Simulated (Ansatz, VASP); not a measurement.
Te in VASP and in Ansatz

INCAR

```
PREC     = Accurate       # precision mode
ENCUT    = 600            # plane-wave cutoff, eV
EDIFF    = 1E-7           # SCF threshold, eV
ISMEAR   = 0              # smearing method
SIGMA    = 0.1            # smearing width, eV
LREAL    = F              # projectors in reciprocal space
LASPH    = T              # aspherical terms in the spheres
NELM     = 80             # most SCF steps
ALGO     = Normal         # electronic algorithm
ISIF     = 3              # what is computed and relaxed
LWAVE    = F              # write WAVECAR
LCHARG   = F              # write CHGCAR
GGA      = PS             # functional
IBRION   = 2              # ionic algorithm
NSW      = 100            # ionic steps
EDIFFG   = -0.01          # ionic threshold
```

The input KPOINTS:

```
regular mesh
0
Gamma
  20 20 20
```

Contents of POSCAR:

```
Te
1.0
    0.0000000000      2.1104763859      3.7684651088
    2.0869316872      0.0000000000      3.7684651088
    2.0869316872      2.1104763859      0.0000000000
Te
1
Direct
    0.0000000000      0.0000000000      0.0000000000
```

Input for Ansatz:

```yaml
crystal:
  lattice:
    - [0.0, 2.1104763859, 3.7684651088]
    - [2.0869316872, 0.0, 3.7684651088]
    - [2.0869316872, 2.1104763859, 0.0]
  atoms:
    - { symbol: Te, position: [0.0, 0.0, 0.0] }
basis:
  ecutwfc: 420
kpoints:
  mp_grid: { grid: [20, 20, 20] }
hamiltonian:
  xc: pbesol
scf:
  occupations: { method: gaussian, width: 0.1 }
output:
  forces: true
  stress: true
  eigenvalues: true
relax:
  adjacent_minimum: "off"
  f_tol: 0.01
  max_steps: 80
  cell: { stress_tol: 0.05 }
```

Alike in both runs: task relaxation of cell and atoms; functional PBEsol; k mesh 20 × 20 × 20; occupations gaussian, width 0.1 eV; no spin polarisation.

```csv
,VASP,Ansatz
version,VASP 6.6.1,Ansatz 0.2.0
potentials or method,"VASP PAW PBE potentials, release 64 (Te), cutoff 600 eV","scalar-relativistic, plane waves, PAW"
valence electrons in the cell,6,16
```

```tsv
	VASP	Ansatz	Ansatz less VASP
gap on the k mesh at the Fermi level, each at its own relaxed structure (eV)	none	none	-
relaxed volume (Å³/atom)	33.95	33.91	-0.039
relaxed length of the cell vector where the two differ most in proportion (Å)	4.391	4.386	-0.0045
```

VASP's potentials were made for PBE, not for PBEsol. A gap of «none» marks a metal or a gap that the smearing closes. VASP's potentials hold 6 valence electrons a cell and Ansatz's 16, so a difference there can come from the potentials and not from the codes.

Spin-orbit coupling is off throughout.
